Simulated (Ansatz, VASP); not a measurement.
**SrWN2: VASP beside Ansatz**

```
Sr W N
1.0
     3.14813    0.00000    0.00000
    -1.57406    2.72636    0.00000
     0.00000    0.00000    6.09575
Sr W N
1 1 2
Cartesian
  0.0000 0.0000 0.0000
  0.0000 0.0000 3.0479
  0.0000 1.8176 1.8599
  1.5741 0.9088 4.2358
```

Alike in both runs: functional PBE; k mesh 6 × 6 × 4; occupations gaussian, width 0.1 eV; no spin polarisation.

Ansatz relaxed the structure, and its values are those at the end. VASP's run is a single point on that final structure, the one shown.

|  | VASP | Ansatz |
| --- | --- | --- |
| version | VASP 6.6.1 | Ansatz 0.2.0 |
| potentials or method | VASP PAW PBE potentials, release 64 (Sr_sv, W_sv, N), cutoff 520 eV | scalar-relativistic, plane waves, PAW |
| valence electrons in the cell | 34 | 34 |

```csv
,VASP,Ansatz,Ansatz less VASP
gap on the k mesh at the Fermi level (eV),none,none,-
pressure (GPa),1.1,0.1,-1.02
rms of the force components (eV/Å),0.003,0.002,-0.0014
```

A gap of «none» marks a metal or a gap that the smearing closes.

The k mesh is coarse, so the values compare programs but aren't converged. Neither program's run includes spin-orbit coupling.
